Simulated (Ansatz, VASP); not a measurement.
# LiCl: VASP beside Ansatz

```
Cl Li
1.0
     0.00000    2.56477    2.56477
     2.56477    0.00000    2.56477
     2.56477    2.56477    0.00000
Cl Li
1 1
Direct
  0.50000 0.50000 0.50000
  0.00000 0.00000 0.00000
```

Alike in both runs: functional PBEsol-based global hybrid; k mesh 5 × 5 × 5; occupations fermi-dirac, width 0.05 eV; no spin polarisation.

```csv
,VASP,Ansatz
version,VASP 6.6.1,Ansatz 0.2.0
potentials or method,"VASP PAW PBE potentials, release 64 (Cl, Li_sv)",Ansatz PAW
plane-wave cutoff (eV),520,420
valence electrons in the cell,10,10
task,single point,band structure
```

Ansatz gave:

* gap on the k mesh at the Fermi level (eV): 8.28
* least direct gap on the mesh (eV): 8.28

Q: What did VASP give for the same quantities?

A: gap on the k mesh at the Fermi level (eV): 8.30; least direct gap on the mesh (eV): 8.30.

VASP's potentials were made for PBE, not for PBEsol-based global hybrid. With one functional, cell and mesh, what is left measures potentials, basis and numerics.

The k mesh is coarse, so the values compare programs but aren't converged. Noted on VASP's run: the cutoff is short for stress, so the pressure is rough.
